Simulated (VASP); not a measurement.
## Rb: single point with r2SCAN

Rb:

```
Rb
1.0
    -2.87426    2.87426    2.87426
     2.87426   -2.87426    2.87426
     2.87426    2.87426   -2.87426
Rb
1
Direct
  0.00000 0.00000 0.00000
```

```yaml
Program: VASP 6.6.1
Task: single point
Functional: r2SCAN
Potentials_or_basis: VASP PAW PBE potentials, release 64 (Rb_sv)
Cutoff: 520 eV
k_mesh: 10 × 10 × 10
Occupations: gaussian, width 0.05 eV
Spin: no spin polarisation
```

```
Pressure               : 0.0 GPa
Band gap on the k mesh : zero (an odd number of electrons rules out a gap without spin polarisation)
```

Levels at points of the mesh, in eV from the Fermi level:
```
           k point  band 2  band 3  band 4  band 5  band 6  band 7  band 8  band 9
(0.00, 0.00, 0.00)  -13.60  -13.60  -13.60   -2.04    4.07    4.07    4.07    5.02
(0.50, 0.00, 0.00)  -13.68  -13.62  -13.60    0.36    0.69    2.86    4.70    5.40
(0.50, 0.50, 0.50)  -13.66  -13.66  -13.66    1.35    1.35    3.40    3.40    3.40
```

Run time: 3.8 min on 1 thread of Intel Xeon 8259CL, with other jobs on the host, peak memory 0.27 GiB.

Caveat: the PAW data sets were made with another functional, which shifts forces and pressure a little.
